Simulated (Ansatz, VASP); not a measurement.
Al: VASP beside Ansatz

```
CELL_PARAMETERS angstrom
3.04920 0.00000 0.00000
-1.52460 2.64068 0.00000
0.00000 0.00000 4.48990
ATOMIC_POSITIONS crystal
Al 0.66667 0.33333 0.75000
Al 0.33333 0.66667 0.25000
```

Alike in both runs: task single point; functional PBEsol; k mesh 18 × 18 × 10; occupations gaussian, width 0.15 eV; no spin polarisation.

|  | VASP | Ansatz |
| --- | --- | --- |
| version | VASP 6.6.1 | Ansatz 0.2.0 |
| potentials or method | VASP PAW PBE potentials, release 64 (Al), cutoff 520 eV | scalar-relativistic, plane waves, PAW |
| valence electrons in the cell | 6 | 6 |

```csv
,VASP,Ansatz,Ansatz less VASP
gap on the k mesh at the Fermi level (eV),none,none,-
pressure (GPa),-5.6,-5.6,-0.05
"traceless stress, the component that is largest in VASP (GPa)",2.99,2.97,-0.026
```

VASP's potentials were made for PBE, not for PBEsol, and Ansatz warns of the same on its side. A gap of «none» marks a metal or a gap that the smearing closes.
